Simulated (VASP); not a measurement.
# Ta (I4/mmm) in VASP: notebook, part 2 of 2

VASP 6.6.1. Earlier steps stand in the parts before.

**3. Single point, PBEsol (16.95 Å³/atom)**

INCAR

```
  ALGO = Fast
  EDIFF = 1E-6
  ENCUT = 520
  GGA = PS
  ISIF = 2
  ISMEAR = 0
  LASPH = T
  LCHARG = T
  LELF = T
  LREAL = F
  LVHAR = T
  LWAVE = F
  NBANDS = 12
  NELM = 80
  PREC = Accurate
  SIGMA = 0.15
```

KPOINTS

```
k-points
0
Gamma
  22 22 22
```

POSCAR

```
Ta
1.0
   -1.3934191165      1.3934191165      2.1818156526
    1.3934191165     -1.3934191165      2.1818156526
    1.3934191165      1.3934191165     -2.1818156526
Ta
1
Direct
    0.0000000000      0.0000000000      0.0000000000
```

Potentials or basis: VASP PAW PBE potentials, release 64 (Ta_pv).

Started as:

```bash
$ cat potpaw_PBE.64/Ta_pv/POTCAR > POTCAR
$ mpirun -np 1 vasp_std > vasp.out
```

OUTCAR:

```text
EDIFF = 1E-6
   ENCUT = 520
   GGA = PS
   ISIF = 2
   ISMEAR = 0
   LASPH = T
   LREAL = F
   NELM = 80
   PREC = Accurate

 ion  position               nearest neighbor table
   1  0.000  0.000  0.000-

  LATTYP: Found a body centered tetragonal cell.
 ALAT       =     2.7868382330
 C/A-ratio  =     1.5658000000

  Lattice vectors:

 A1 = (  -1.3934191165,   1.3934191165,   2.1818156526)
 A2 = (   1.3934191165,  -1.3934191165,   2.1818156526)
 A3 = (   1.3934191165,   1.3934191165,  -2.1818156526)

Analysis of symmetry for initial positions (statically):
=====================================================================
 Subroutine PRICEL returns:
 Original cell was already a primitive cell.

 Routine SETGRP: Setting up the symmetry group for a
 body centered tetragonal supercell.

 Subroutine GETGRP returns: Found 16 space group operations
 (whereof 16 operations were pure point group operations)
 out of a pool of 16 trial point group operations.

The static configuration has the point symmetry D_4h.

Analysis of symmetry for dynamics (positions and initial velocities):
[... 171 lines left out ...]
      4      -2.3337      2.00000
      5       5.6965      1.99999
      6       7.2062      0.00000
      7       7.2062      0.00000
      8       8.7996      0.00000
      9      11.1252      0.00000
     10      19.1996      0.00000
     11      20.6900      0.00000
     12      22.3020      0.00000
[... 331 lines left out ...]
 k-point    24 :      -0.4545    0.0455   -0.0000
  band No.  band energies     occupation
      1     -28.3596      2.00000
      2     -27.2476      2.00000
      3     -27.0317      2.00000
      4       1.2356      2.00000
      5       5.7348      1.99997
      6       6.6849      0.00000
      7       7.3338      0.00000
      8      12.1562      0.00000
      9      12.9128      0.00000
     10      17.8410      0.00000
     11      19.4411      0.00000
     12      20.7159      0.00000

 [... further k-points ...]

------------------------ aborting loop because EDIFF is reached ----------------------------------------

  FORCE on cell =-STRESS in cart. coord.  units (eV):
  Direction    XX          YY          ZZ          XY          YZ          ZX
  --------------------------------------------------------------------------------------
  -------------------------------------------------------------------------------------
  Total        1.1733265      1.1733265      2.4415717      0.0000000      0.0000000     -0.0000000
  in kB      110.9399264    110.9399264    230.8545739      0.0000000      0.0000000     -0.0000000
  external PRESSURE =     150.9114756 kB  Pullay stress =       0.0000000 kB

 VOLUME and BASIS-vectors are now :
 -----------------------------------------------------------------------------
  energy-cutoff  :      520.00
  volume of cell :       16.95
      direct lattice vectors                 reciprocal lattice vectors
    -1.393419117  1.393419117  2.181815653     0.000000000  0.358829583  0.229166932
     1.393419117 -1.393419117  2.181815653     0.358829583  0.000000000  0.229166932
     1.393419117  1.393419117 -2.181815653     0.358829583  0.358829583  0.000000000

 POSITION                                       TOTAL-FORCE (eV/Angst)
 -----------------------------------------------------------------------------------
      0.00000      0.00000      0.00000         0.000000     -0.000000     -0.000000
 -----------------------------------------------------------------------------------
    total drift:                                0.000000     -0.000000     -0.000000

  FREE ENERGIE OF THE ION-ELECTRON SYSTEM (eV)
  ---------------------------------------------------
  free  energy   TOTEN  =       -12.2888152583 eV

  energy  without entropy=      -12.2752357559  energy(sigma->0) =      -12.28202551
```

OSZICAR:

```text
N       E                     dE             d eps       ncg     rms          rms(c)
DAV:   1     0.609482222385E+02    0.60948E+02   -0.61185E+03 20100   0.885E+02
DAV:   2    -0.117452306232E+02   -0.72693E+02   -0.70817E+02 22212   0.248E+02
DAV:   3    -0.127528230193E+02   -0.10076E+01   -0.10014E+01 24008   0.275E+01
DAV:   4    -0.127552797285E+02   -0.24567E-02   -0.24564E-02 21900   0.151E+00
DAV:   5    -0.127552867479E+02   -0.70194E-05   -0.70197E-05 23640   0.770E-02    0.151E+01
RMM:   6    -0.124054448003E+02    0.34984E+00   -0.23400E-01 21617   0.397E+00    0.755E+00
RMM:   7    -0.122898216333E+02    0.11562E+00   -0.26477E-01 22762   0.409E+00    0.317E-01
RMM:   8    -0.122887634252E+02    0.10582E-02   -0.10409E-02 24779   0.982E-01    0.300E-01
RMM:   9    -0.122888480034E+02   -0.84578E-04   -0.11989E-03 25422   0.331E-01    0.636E-02
RMM:  10    -0.122888163770E+02    0.31626E-04   -0.14873E-04 25354   0.126E-01    0.839E-03
RMM:  11    -0.122888152184E+02    0.11587E-05   -0.18284E-05 25442   0.460E-02    0.526E-03
RMM:  12    -0.122888152583E+02   -0.39977E-07   -0.15920E-06 21092   0.129E-02
   1 F= -.12288815E+02 E0= -.12282026E+02  d E =-.135795E-01
```

It took 2.9 min on 1 thread of Intel Xeon 8259CL, shared host; peak memory 0.28 GiB.

Results:

| Item | Value |
| --- | --- |
| Free energy | -12.2888 eV |
| Pressure | 15.1 GPa |
| Band gap on the k mesh | zero (an odd number of electrons rules out a gap without spin polarisation) |

Stress tensor (GPa, compression positive):
```
11.09  0.00  0.00
 0.00 11.09  0.00
 0.00  0.00 23.09
```

Levels at points of the mesh, in eV from the Fermi level:
| k point | band 2 | band 3 | band 4 | band 5 | band 6 | band 7 | band 8 | band 9 |
| --- | --- | --- | --- | --- | --- | --- | --- | --- |
| (0.00, 0.00, 0.00) | -33.10 | -33.10 | -8.51 | -0.48 | 1.03 | 1.03 | 2.62 | 4.95 |
| (0.50, 0.00, 0.00) | -33.42 | -33.19 | -5.01 | -0.56 | 0.98 | 1.19 | 6.19 | 6.94 |
| (0.50, 0.50, 0.00) | -33.87 | -33.58 | -4.94 | -3.83 | 4.31 | 6.23 | 6.42 | 8.34 |
| (0.50, 0.50, 0.50) | -33.47 | -33.47 | -5.03 | -3.66 | 2.36 | 6.79 | 7.34 | 7.34 |

Caveat: the stress differs along the axes, from 11 to 23 GPa; the PAW data sets were made with another functional, which shifts forces and pressure a little; spin-orbit coupling is left out, which moves the levels of the heavy elements.

**4. Single point, PBEsol (16.94 Å³/atom)**

INCAR

```
PREC = Accurate
ENCUT = 520
EDIFF = 1E-6
ISMEAR = 0
SIGMA = 0.15
LREAL = F
LASPH = T
NELM = 60
ALGO = Fast
ISIF = 2
LWAVE = F
LCHARG = F
GGA = PS
NBANDS = 12
```

KPOINTS

```
regular mesh
0
Gamma
  22 22 22
```

POSCAR

```
Ta
1.0
   -1.5015508555      1.5015508555      1.8788905855
    1.5015508555     -1.5015508555      1.8788905855
    1.5015508555      1.5015508555     -1.8788905855
Ta
1
Direct
    0.0000000000      0.0000000000      0.0000000000
```

Started as:

```bash
$ cat potpaw_PBE.64/Ta_pv/POTCAR > POTCAR
$ mpirun -np 1 vasp_std > vasp.out
```

It took 2.3 min on 1 thread of Intel Xeon 8259CL, shared host; peak memory 0.28 GiB.

The run converged. Its results:

```
Free energy            : -12.3370 eV
Pressure               : 14.1 GPa
Band gap on the k mesh : zero (an odd number of electrons rules out a gap without spin polarisation)
```

Stress tensor (GPa, compression positive):
```
20.74  0.00  0.00
 0.00 20.74  0.00
 0.00  0.00  0.69
```

Levels at points of the mesh, in eV from the Fermi level:
| k point | band 1 | band 2 | band 3 | band 4 | band 5 | band 6 | band 7 | band 8 | band 9 | band 10 |
| --- | --- | --- | --- | --- | --- | --- | --- | --- | --- | --- |
| (0.00, 0.00, 0.00) | -33.05 | -33.04 | -33.04 | -8.43 | 0.13 | 0.13 | 1.72 | 2.68 | 4.82 | 13.19 |
| (0.50, 0.00, 0.00) | -34.49 | -33.34 | -33.12 | -4.94 | -0.68 | 1.28 | 1.36 | 5.98 | 7.32 | 11.83 |
| (0.50, 0.50, 0.00) | -34.40 | -33.61 | -33.32 | -4.92 | -3.47 | 2.93 | 6.24 | 6.54 | 8.20 | 11.87 |
| (0.50, 0.50, 0.50) | -34.36 | -33.74 | -33.74 | -4.78 | -4.01 | 5.40 | 6.66 | 7.45 | 7.45 | 10.99 |

Caveat: the stress differs along the axes, from 1 to 21 GPa; the PAW data sets were made with another functional, which shifts forces and pressure a little; spin-orbit coupling is left out, which moves the levels of the heavy elements.

**5. Single point, PBEsol (16.94 Å³/atom)**

INCAR

```
PREC = Accurate ; ENCUT = 520
EDIFF = 1E-6 ; ISMEAR = 0
SIGMA = 0.15 ; LREAL = F
LASPH = T ; NELM = 60
ALGO = Fast ; ISIF = 2
LWAVE = F ; LCHARG = F
GGA = PS ; NBANDS = 12
```

KPOINTS is that of step 4.

POSCAR

```
Ta
1.0
   -1.6588656024      1.6588656024      1.5394272790
    1.6588656024     -1.6588656024      1.5394272790
    1.6588656024      1.6588656024     -1.5394272790
Ta
1
Direct
    0.0000000000      0.0000000000      0.0000000000
```

Started as:

```bash
$ cat potpaw_PBE.64/Ta_pv/POTCAR > POTCAR
$ mpirun -np 1 vasp_std > vasp.out
```

Wall time 2.8 min (1 thread of Intel Xeon 8259CL, shared host); peak memory 0.28 GiB.

It converged, with:

```
Free energy            : -12.5129 eV
Pressure               : 10.1 GPa
Band gap on the k mesh : zero (an odd number of electrons rules out a gap without spin polarisation)
```

Stress tensor (GPa, compression positive):
```
 7.47  0.00  0.00
 0.00  7.47  0.00
 0.00  0.00 15.30
```

Levels at points of the mesh, in eV from the Fermi level:
```csv
k point,band 3,band 4,band 5,band 6,band 7,band 8
"(0.00, 0.00, 0.00)",-32.78,-8.17,0.06,1.12,1.12,3.39
"(0.50, 0.00, 0.00)",-32.85,-4.68,-2.07,2.12,4.18,5.91
"(0.50, 0.50, 0.00)",-32.76,-4.70,-1.00,1.52,3.18,4.76
"(0.50, 0.50, 0.50)",-33.63,-4.32,-4.09,7.25,7.25,7.60
```

Caveat: the stress differs along the axes, from 7 to 15 GPa; the PAW data sets were made with another functional, which shifts forces and pressure a little; spin-orbit coupling is left out, which moves the levels of the heavy elements.

**6. Overview**

| cell | gap on the mesh (eV) | pressure (GPa) |
| --- | --- | --- |
| a = 2.816 Å, angles 105.7, 105.7, 117.3°, 1 atom | none | 11.9 |
| a = 2.940 Å, angles 123.4, 123.4, 84.2°, 1 atom | none | 15.1 |
| a = 2.835 Å, angles 116.0, 116.0, 97.0°, 1 atom | none | 14.1 |
| a = 2.806 Å, angles 107.5, 107.5, 113.5°, 1 atom | none | 10.1 |

Alike in all rows: task single point; level PBEsol; potentials or basis VASP PAW PBE potentials, release 64 (Ta_pv); no spin polarisation; k mesh 22 × 22 × 22; cutoff (eV) 520; smearing gaussian 0.15 eV.

Caveats: the PAW data sets were made with another functional, which shifts forces and pressure a little; spin-orbit coupling is left out, which moves the levels of the heavy elements; the stress differs along the axes, from 7 to 22 GPa (at least some runs); the stress differs along the axes, from 11 to 23 GPa (at least some runs); the stress differs along the axes, from 1 to 21 GPa (at least some runs); the stress differs along the axes, from 7 to 15 GPa (at least some runs).

Total energies depend on the potentials used, so only differences within one code and one set of settings carry meaning.
